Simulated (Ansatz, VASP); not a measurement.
**TePb: VASP beside Ansatz**

File INCAR:

```
ALGO     = Normal         # electronic algorithm
EDIFF    = 1E-7           # SCF threshold, eV
ENCUT    = 520            # plane-wave cutoff, eV
GGA      = PE             # functional
ISIF     = 2              # what is computed and relaxed
ISMEAR   = -1             # smearing method
LASPH    = True           # aspherical terms in the spheres
LCHARG   = True           # write CHGCAR
LELF     = True           # ELF
LREAL    = False          # projectors in reciprocal space
LVHAR    = True         
LWAVE    = False          # write WAVECAR
NBANDS   = 17             # bands
NELM     = 80             # most SCF steps
PREC     = Accurate       # precision mode
SIGMA    = 0.05           # smearing width, eV
```

The input KPOINTS:

```
k-points
0
Gamma
  12 12 12
```

POSCAR

```
TePb
1.0
    0.0000000000      2.9112309865      2.9112309865
    2.9112309865      0.0000000000      2.9112309865
    2.9112309865      2.9112309865      0.0000000000
Pb Te
1 1
Direct
    0.0000000000      0.0000000000      0.0000000000
    0.2500000000      0.2500000000      0.2500000000
```

Input for Ansatz:

```yaml
crystal:
  lattice:
    - [0.0, 2.9112309865, 2.9112309865]
    - [2.9112309865, 0.0, 2.9112309865]
    - [2.9112309865, 2.9112309865, 0.0]
  atoms:
    - { symbol: Pb, position: [0.0, 0.0, 0.0] }
    - { symbol: Te, position: [0.25, 0.25, 0.25] }
kpoints:
  mp_grid: { grid: [12, 12, 12] }
  band_path:
    path:
      - [0.0, 0.0, 0.0]
      - [-0.5, -0.5, 0.0]
      - [-0.375, -0.375, 0.25]
      - [-0.375, 0.0, 0.375]
      - [0.0, 0.0, 0.0]
      - [0.0, 0.0, 0.5]
      - [-0.5, -0.25, 0.25]
      - [-0.5, -0.5, 0.0]
    npoints: 8
scf:
  occupations: { method: fermi_dirac, width: 0.05 }
hamiltonian:
  xc: pbe
  pseudopotentials: { kind: all_electron, lapw: { basis_error: 0.001 } }
output:
  forces: true
  stress: true
  eigenvalues: true
  populations: true
  dos: { projected: true, de: 0.2, e_range: [-14, 8] }
```

Change from the starting cell: volume scaled by 0.5, LAPW.

Alike in both runs: task single point; functional PBE; k mesh 12 × 12 × 12; occupations fermi-dirac, width 0.05 eV; no spin polarisation.

|  | VASP | Ansatz |
| --- | --- | --- |
| version | VASP 6.6.1 | Ansatz 0.2.0 |
| potentials or method | VASP PAW PBE potentials, release 64 (Pb_d, Te), cutoff 520 eV | all-electron LAPW, scalar-relativistic |

```tsv
	VASP	Ansatz	Ansatz less VASP
pressure (GPa)	68.7	68.9	+0.18
```

Both programs put the cell under a high pressure, so it lies far from rest at this level. Ansatz ran all-electron here, and VASP with PAW potentials.

Spin-orbit coupling is off throughout. Noted on VASP's run: the cell as given lies far from equilibrium.
